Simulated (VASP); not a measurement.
The system is W.

```xyz
1
Lattice="-1.6018 1.6018 1.6018 1.6018 -1.6018 1.6018 1.6018 1.6018 -1.6018" Properties=species:S:1:pos:R:3 pbc="T T T"
W     0.0000    0.0000    0.0000
```

* Program: VASP 6.6.1
* Task: relaxation of cell and atoms
* Functional: r2SCAN
* Potentials or basis: VASP PAW PBE potentials, release 64 (W_sv)
* Cutoff: 600 eV
* k mesh: 15 × 15 × 15
* Occupations: fermi-dirac, width 0.1 eV
* Spin: no spin polarisation

At the start: pressure -8.7 GPa; volume 16.44 Å³/atom.

How do energy, volume and symmetry change on relaxing?

Over 4 steps the energy falls by 13.0 meV/atom and the volume is 15.97 Å³/atom (-2.8 %); space group Im-3m (No. 229, to 0.05 Å).

The path:
```tsv
step	energy change (eV)	largest force (eV/Å)	pressure (GPa)	volume (Å³)
1	0.0000	0.0000	-8.70	16.44
2	0.1709	0.0000	41.02	14.40
3	-0.0130	0.0000	-0.44	15.99
4	-0.0130	0.0000	-0.05	15.97
```

Final structure:
```yaml
crystal:
  lattice:
    - [-1.58655, 1.58655, 1.58655]
    - [1.58655, -1.58655, 1.58655]
    - [1.58655, 1.58655, -1.58655]
  atoms:
    - { symbol: W, position: [0.00000, 0.00000, 0.00000] }
```

Caveat: the PAW data sets were made with another functional, which shifts forces and pressure a little.
